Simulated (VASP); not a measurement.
A run of VASP 6.6.1:

Contents of INCAR:

```
ALGO     = Normal         # electronic algorithm
EDIFF    = 1E-6           # SCF threshold, eV
ENCUT    = 520            # plane-wave cutoff, eV
GGA      = PE             # functional
ISIF     = 2              # what is computed and relaxed
ISMEAR   = 0              # smearing method
LASPH    = T              # aspherical terms in the spheres
LCHARG   = T              # write CHGCAR
LELF     = T              # ELF
LREAL    = F              # projectors in reciprocal space
LVHAR    = T            
LWAVE    = F              # write WAVECAR
NBANDS   = 16             # bands
NELM     = 80             # most SCF steps
PREC     = Accurate       # precision mode
SIGMA    = 0.1            # smearing width, eV
```

File KPOINTS:

```
k-points
0
Gamma
  10 10 10
```

The input POSCAR:

```
TlH4
1.0
    3.8585846557      0.0000000000      0.0000000000
    0.0000000000      3.8585846557      0.0000000000
    0.0000000000      0.0000000000      3.8585846557
Tl H
1 4
Direct
    0.5000000000      0.5000000000      0.5000000000
    0.0000000000      0.0000000000      0.0000000000
    0.5000000000      0.5000000000      0.0000000000
    0.5000000000      0.0000000000      0.5000000000
    0.0000000000      0.5000000000      0.5000000000
```

Potentials or basis: VASP PAW PBE potentials, release 64 (Tl_d, H).

Run with:

```bash
$ cat potpaw_PBE.64/Tl_d/POTCAR potpaw_PBE.64/H/POTCAR > POTCAR
$ mpirun -np 1 vasp_std > vasp.out
```

Hardware: 1 thread of Intel(R) Xeon(R) 6975P-C (Granite Rapids), on a shared host.

Q: How long does it take, and how much memory?

A: Run time: 17 s on 1 thread of Intel(R) Xeon(R) 6975P-C (Granite Rapids) (shared host), peak memory 0.19 GiB. Counts: scf iterations 12, k points 56.
